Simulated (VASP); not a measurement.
# PbSe in VASP: further runs

Aim: see how the results for PbSe move with the level of theory and the settings. Levels: PBE, r2SCAN. Tasks: single point.

Program: VASP 6.6.1. These are calculated values, not measurements. Logs are shortened: lines on timing, memory, paths and dates and some standing lists are left out, and cuts for length are marked.

## Step 1: The cell of the first run

Symmetry: Fm-3m, No. 225, cubic system. The conventional cell has a = 6.177 Å, b = 6.177 Å, c = 6.177 Å, α = 90.00°, β = 90.00°, γ = 90.00°. Pb (site symmetry m-3m) has 6 Se at 3.09 Å within 4.1 Å. Se (site symmetry m-3m) has 6 Pb at 3.09 Å within 4.1 Å.

## Step 2: Single point, PBE

File INCAR:

```
PREC = Accurate
ENCUT = 500
EDIFF = 1E-6
ISMEAR = -1
SIGMA = 0.02
LREAL = F
LASPH = T
NELM = 120
ALGO = Normal
ISIF = 2
LWAVE = F
LCHARG = T
GGA = PE
LELF = T
LVHAR = T
NBANDS = 17
GGA_COMPAT = F
```

File KPOINTS:

```
regular mesh
0
Gamma
  8 8 8
```

File POSCAR:

```
PbSe
1.0
    0.0000000000      3.0887022191      3.0887022191
    3.0887022191      0.0000000000      3.0887022191
    3.0887022191      3.0887022191      0.0000000000
Pb Se
1 1
Direct
    0.0000000000      0.0000000000      0.0000000000
    0.5000000000      0.5000000000      0.5000000000
```

Potentials or basis: VASP PAW PBE potentials, release 64 (Pb_d, Se).

Launch:

```bash
cat potpaw_PBE.64/Pb_d/POTCAR potpaw_PBE.64/Se/POTCAR > POTCAR
mpirun -np 1 vasp_std > vasp.out
```

OUTCAR:

```text
PREC = Accurate
   ENCUT = 500
   EDIFF = 1E-6
   ISMEAR = -1
   LREAL = F
   LASPH = T
   NELM = 120
   ISIF = 2
   GGA = PE

 ion  position               nearest neighbor table
   1  0.000  0.000  0.000-   2 3.09   2 3.09   2 3.09   2 3.09   2 3.09   2 3.09
   2  0.500  0.500  0.500-   1 3.09   1 3.09   1 3.09   1 3.09   1 3.09   1 3.09

  LATTYP: Found a face centered cubic cell.
 ALAT       =     6.1774044382

  Lattice vectors:

 A1 = (   0.0000000000,   3.0887022191,   3.0887022191)
 A2 = (   3.0887022191,   0.0000000000,   3.0887022191)
 A3 = (   3.0887022191,   3.0887022191,   0.0000000000)

Analysis of symmetry for initial positions (statically):
=====================================================================
 Subroutine PRICEL returns:
 Original cell was already a primitive cell.

 Routine SETGRP: Setting up the symmetry group for a
 face centered cubic supercell.

 Subroutine GETGRP returns: Found 48 space group operations
 (whereof 48 operations were pure point group operations)
 out of a pool of 48 trial point group operations.

The static configuration has the point symmetry O_h .

Analysis of symmetry for dynamics (positions and initial velocities):
=====================================================================
 Subroutine PRICEL returns:
 Original cell was already a primitive cell.

 Routine SETGRP: Setting up the symmetry group for a
 face centered cubic supercell.

 Subroutine GETGRP returns: Found 48 space group operations
 (whereof 48 operations were pure point group operations)
 out of a pool of 48 trial point group operations.

The dynamic configuration has the point symmetry O_h .

 Subroutine INISYM returns: Found 48 space group operations
 (whereof 48 operations are pure point group operations),
 and found     1 'primitive' translations

----------------------------------------------------------------------------------------

                                     Primitive cell

  volume of cell :      58.9329

  direct lattice vectors                    reciprocal lattice vectors
     0.000000000  3.088702219  3.088702219    -0.161880286  0.161880286  0.161880286
     3.088702219  0.000000000  3.088702219     0.161880286 -0.161880286  0.161880286
     3.088702219  3.088702219  0.000000000     0.161880286  0.161880286 -0.161880286

  length of vectors
     4.368084568  4.368084568  4.368084568     0.280384881  0.280384881  0.280384881

  position of ions in fractional coordinates (direct lattice)
     0.000000000  0.000000000  0.000000000
     0.500000000  0.500000000  0.500000000

  ion indices of the primitive-cell ions
   primitive index   ion index
                 1           1
                 2           2

----------------------------------------------------------------------------------------

 KPOINTS: regular mesh

Automatic generation of k-mesh.
 Grid dimensions read from file:
 generate k-points for:    8    8    8

 Generating k-lattice:

  Cartesian coordinates                     Fractional coordinates (reciprocal lattice)
    -0.020235036  0.020235036  0.020235036     0.125000000  0.000000000  0.000000000
     0.020235036 -0.020235036  0.020235036     0.000000000  0.125000000  0.000000000
     0.020235036  0.020235036 -0.020235036     0.000000000  0.000000000  0.125000000

  Length of vectors
     0.035048110  0.035048110  0.035048110

  Shift w.r.t. Gamma in fractional coordinates (k-lattice)
     0.000000000  0.000000000  0.000000000

 Subroutine IBZKPT returns following result:
 ===========================================

 Found     29 irreducible k-points:

 Following reciprocal coordinates:
            Coordinates               Weight
  0.000000  0.000000  0.000000      1.000000
  0.125000  0.000000  0.000000      8.000000
  0.250000  0.000000  0.000000      8.000000
  0.375000  0.000000  0.000000      8.000000
  0.500000  0.000000  0.000000      4.000000
  0.125000  0.125000  0.000000      6.000000
[... 16 lines left out ...]
  0.500000  0.250000  0.125000     48.000000
 -0.375000  0.250000  0.125000     24.000000
 [... further k-points ...]
   k-points           NKPTS =     29   k-points in BZ     NKDIM =     29   number of bands    NBANDS=     17
   number of dos      NEDOS =    301   number of ions     NIONS =      2
   total plane-waves  NPLWV =  32768
   dimension x,y,z NGX =    32 NGY =   32 NGZ =   32
   dimension x,y,z NGXF=    64 NGYF=   64 NGZF=   64
   ions per type =               1   1
   NGX,Y,Z   is equivalent  to a cutoff of  12.18, 12.18, 12.18 a.u.
   NGXF,Y,Z  is equivalent  to a cutoff of  24.36, 24.36, 24.36 a.u.
 SYSTEM =  unknown system
   PREC   = accura    normal or accurate (medium, high low for compatibility)
   ISTART =      0    job   : 0-new  1-cont  2-samecut
   ICHARG =      2    charge: 1-file 2-atom 10-const
   ISPIN  =      1    spin polarized calculation?
   LNONCOLLINEAR =      F non collinear calculations
   LSORBIT =      F    spin-orbit coupling
   LASPH  =      T    aspherical Exc in radial PAW
   ENCUT  =  500.0 eV  36.75 Ry    6.06 a.u.   7.96  7.96  7.96*2*pi/ulx,y,z
   NELM   =    120;   NELMIN=  2; NELMDL= -5     # of ELM steps
   EDIFF  = 0.1E-05   stopping-criterion for ELM
   LREAL  =      F    real-space projection
   EDIFFG = 0.1E-04   stopping-criterion for IOM
   NSW    =      0    number of steps for IOM
   IBRION =     -1    ionic relax: 0-MD 1-quasi-New 2-CG
   NFREE  =      0    steps in history (QN), initial steepest desc. (CG)
   ISIF   =      2    stress and relaxation
   ISYM   =      2    0-nonsym 1-usesym 2-fastsym
   POTIM  = 0.5000    time-step for ionic-motion
   TEBEG  =    0.0;   TEEND  =   0.0 temperature during run
   PSTRESS=    0.0 pullay stress
   NELECT =      20.0000    total number of electrons
   NUPDOWN=      -1.0000    fix difference up-down
   EMIN   =  10.00;   EMAX   =-10.00  energy-range for DOS
   EFERMI =   0.00;   METHOD = LEGACY
   ISMEAR =    -1;   SIGMA  =   0.02  broadening in eV -4-tet -1-fermi 0-gaus
   EFERMI_NEDOS =   21; number of points for ismear=-14 and -15
   IALGO  =     38    algorithm
   IMIX   =      4    mixing-type and parameters
     AMIX     =   0.40;   BMIX     =  1.00
     AMIX_MAG =   1.60;   BMIX_MAG =  1.00
  volume/ion in A,a.u.               =      29.47       198.85
  Fermi-wavevector in a.u.,A,eV,Ry     =   1.141911  2.157898 17.741452  1.303960
  Thomas-Fermi vector in A             =   2.278610
   LORBIT       =      0    0 simple, 1 ext, 2 COOP (PROOUT), +10 PAW based schemes
   GGA     = PE    functional components
   LHFCALC =     F    Hartree Fock is set to
   AEXX    =    0.0000 exact exchange contribution
   IVDW    =     0    specifies the selected vdW correction
   LEPSILON=     F    determine dielectric tensor
   LRPA    =     F    only Hartree local field effects (RPA)
 non-spin polarized calculation
  energy-cutoff  :      500.00
  volume of cell :       58.93
 maximum number of plane-waves:      1524
   NGX = 15   NGY = 15   NGZ = 15

 number of electron      19.9999993 magnetization

 Free energy of the ion-electron system (eV)
  ---------------------------------------------------
  ext. energy  EPLUGINS =         0.00000000
  ---------------------------------------------------
  free energy    TOTEN  =        -8.19522373 eV

  energy without entropy =       -8.19522323  energy(sigma->0) =       -8.19522348

 E-fermi :   4.9030     XC(G=0):  -9.4044

 val. band max:        4.7132509479   @ k =   0.5000   0.0000   0.0000
 cond. band min:       5.0927079092   @ k =   0.5000   0.0000   0.0000
 fundamental gap:      0.3794569612
 Fermi energy:         4.9029797281

 k-point     1 :       0.0000    0.0000    0.0000
  band No.  band energies     occupation
      1     -12.0600      2.00000
      2     -12.0600      2.00000
      3     -12.0600      2.00000
      4     -12.0548      2.00000
      5     -12.0548      2.00000
      6      -8.6314      2.00000
[... 9 lines left out ...]
     16      11.3094      0.00000
     17      12.9863      0.00000

 k-point     2 :       0.1250    0.0000    0.0000
  band No.  band energies     occupation
      1     -12.0597      2.00000
      2     -12.0597      2.00000
      3     -12.0595      2.00000
      4     -12.0540      2.00000
      5     -12.0540      2.00000
      6      -8.5188      2.00000
[... 9 lines left out ...]
     16      11.6426      0.00000
     17      13.9674      0.00000

 k-point     3 :       0.2500    0.0000    0.0000
  band No.  band energies     occupation
      1     -12.0665      2.00000
      2     -12.0665      2.00000
      3     -12.0583      2.00000
      4     -12.0443      2.00000
      5     -12.0443      2.00000
      6      -8.2110      2.00000
[... 9 lines left out ...]
     16      12.4924      0.00000
     17      15.8149      0.00000

 k-point     4 :       0.3750    0.0000    0.0000
  band No.  band energies     occupation
      1     -12.0740      2.00000
      2     -12.0740      2.00000
      3     -12.0573      2.00000
      4     -12.0339      2.00000
      5     -12.0339      2.00000
      6      -7.8261      2.00000
[... 9 lines left out ...]
     16      13.7687      0.00000
     17      16.0830      0.00000
[... 343 lines left out ...]
      1     -12.0890      2.00000
      2     -12.0621      2.00000
      3     -12.0579      2.00000
      4     -12.0411      2.00000
      5     -12.0365      2.00000
      6      -7.9522      2.00000
[... 9 lines left out ...]
     16      14.2014      0.00000
     17      14.7312      0.00000

 k-point    23 :       0.5000    0.2500    0.1250
  band No.  band energies     occupation
      1     -12.0998      2.00000
      2     -12.0631      2.00000
      3     -12.0559      2.00000
      4     -12.0380      2.00000
      5     -12.0312      2.00000
      6      -7.6171      2.00000
[... 9 lines left out ...]
     16      14.6533      0.00000
     17      15.7199      0.00000

 k-point    24 :      -0.3750    0.2500    0.1250
  band No.  band energies     occupation
      1     -12.1037      2.00000
      2     -12.0657      2.00000
      3     -12.0499      2.00000
      4     -12.0413      2.00000
      5     -12.0279      2.00000
      6      -7.4547      2.00000
[... 9 lines left out ...]
     16      15.5644      0.00000
     17      15.6193      0.00000

 [... further k-points ...]

------------------------ aborting loop because EDIFF is reached ----------------------------------------

  FORCE on cell =-STRESS in cart. coord.  units (eV):
  Direction    XX          YY          ZZ          XY          YZ          ZX
  --------------------------------------------------------------------------------------
  -------------------------------------------------------------------------------------
  Total        0.3406687      0.3406687      0.3406687      0.0000000      0.0000000     -0.0000000
  in kB        9.2615718      9.2615718      9.2615718      0.0000000      0.0000000     -0.0000000
  external PRESSURE =       9.2615718 kB  Pullay stress =       0.0000000 kB

 VOLUME and BASIS-vectors are now :
 -----------------------------------------------------------------------------
  energy-cutoff  :      500.00
  volume of cell :       58.93
      direct lattice vectors                 reciprocal lattice vectors
     0.000000000  3.088702219  3.088702219    -0.161880286  0.161880286  0.161880286
     3.088702219  0.000000000  3.088702219     0.161880286 -0.161880286  0.161880286
     3.088702219  3.088702219  0.000000000     0.161880286  0.161880286 -0.161880286

 POSITION                                       TOTAL-FORCE (eV/Angst)
 -----------------------------------------------------------------------------------
      0.00000      0.00000      0.00000        -0.000000     -0.000000     -0.000000
      3.08870      3.08870      3.08870         0.000000      0.000000      0.000000
 -----------------------------------------------------------------------------------
    total drift:                                0.000000     -0.000000     -0.000000

  FREE ENERGIE OF THE ION-ELECTRON SYSTEM (eV)
  ---------------------------------------------------
  free  energy   TOTEN  =        -8.1952237307 eV

  energy  without entropy=       -8.1952232335  energy(sigma->0) =       -8.19522348
```

Wall time 11 s (1 thread of Intel Xeon 6975P-C (Granite Rapids), shared host); peak memory 0.18 GiB.

Results:

- Free energy: -8.1952 eV
- Pressure: 0.9 GPa
- Band gap on the k mesh: 0.38 eV, direct

Caveat: spin-orbit coupling is left out, which moves the levels of the heavy elements.

## Step 3: Single point, r2SCAN

POSCAR is that of step 2.

File INCAR.step1:

```
PREC     = Accurate       # precision mode
ENCUT    = 550            # plane-wave cutoff, eV
ISMEAR   = 0              # smearing method
SIGMA    = 0.01           # smearing width, eV
LREAL    = False          # projectors in reciprocal space
LASPH    = True           # aspherical terms in the spheres
NELM     = 120            # most SCF steps
NBANDS   = 17             # bands
GGA      = PE             # functional
ALGO     = Normal         # electronic algorithm
EDIFF    = 1E-5           # SCF threshold, eV
LWAVE    = True           # write WAVECAR
LCHARG   = False          # write CHGCAR
GGA_COMPAT= False
```

File INCAR.step2:

```
PREC     = Accurate       # precision mode
ENCUT    = 550            # plane-wave cutoff, eV
EDIFF    = 1E-6           # SCF threshold, eV
ISMEAR   = 0              # smearing method
SIGMA    = 0.01           # smearing width, eV
LREAL    = False          # projectors in reciprocal space
LASPH    = True           # aspherical terms in the spheres
NELM     = 120            # most SCF steps
ALGO     = Normal         # electronic algorithm
ISIF     = 2              # what is computed and relaxed
LWAVE    = False          # write WAVECAR
LCHARG   = False          # write CHGCAR
METAGGA  = R2SCAN         # meta-GGA
LMIXTAU  = True         
NBANDS   = 17             # bands
ISTART   = 1            
GGA_COMPAT= False
```

File KPOINTS:

```
Automatic mesh
0
Gamma
  8 8 8
```

Potentials or basis: VASP PAW PBE potentials, release 64 (Pb_d, Se).

Launch:

```bash
cat potpaw_PBE.64/Pb_d/POTCAR potpaw_PBE.64/Se/POTCAR > POTCAR
cp INCAR.step1 INCAR
mpirun -np 1 vasp_std > vasp.out
cp INCAR.step2 INCAR
mpirun -np 1 vasp_std > vasp.out
```

It took 57 s on 1 thread of Intel Xeon 6975P-C (Granite Rapids), shared host; peak memory 0.22 GiB.

The run converged. Its results:

```yaml
Free_energy: -71.9395 eV
Pressure: 0.0 GPa
Band_gap_on_the_k_mesh: 0.67 eV, direct
```

Levels at points of the mesh, in eV from the valence-band top:
| k point | band 8 | band 9 | band 10 | band 11 | band 12 | band 13 |
| --- | --- | --- | --- | --- | --- | --- |
| (0.00, 0.00, 0.00) | -1.88 | -1.88 | -1.88 | 5.00 | 5.00 | 5.00 |
| (0.50, 0.00, 0.00) | -1.48 | -1.48 | 0.00 | 0.67 | 2.00 | 2.00 |
| (0.50, 0.50, 0.00) | -4.90 | -3.19 | -3.19 | 4.16 | 5.91 | 5.91 |

Caveat: the PAW data sets were made with another functional, which shifts forces and pressure a little; spin-orbit coupling is left out, which moves the levels of the heavy elements.

[end of part 1 of 2]
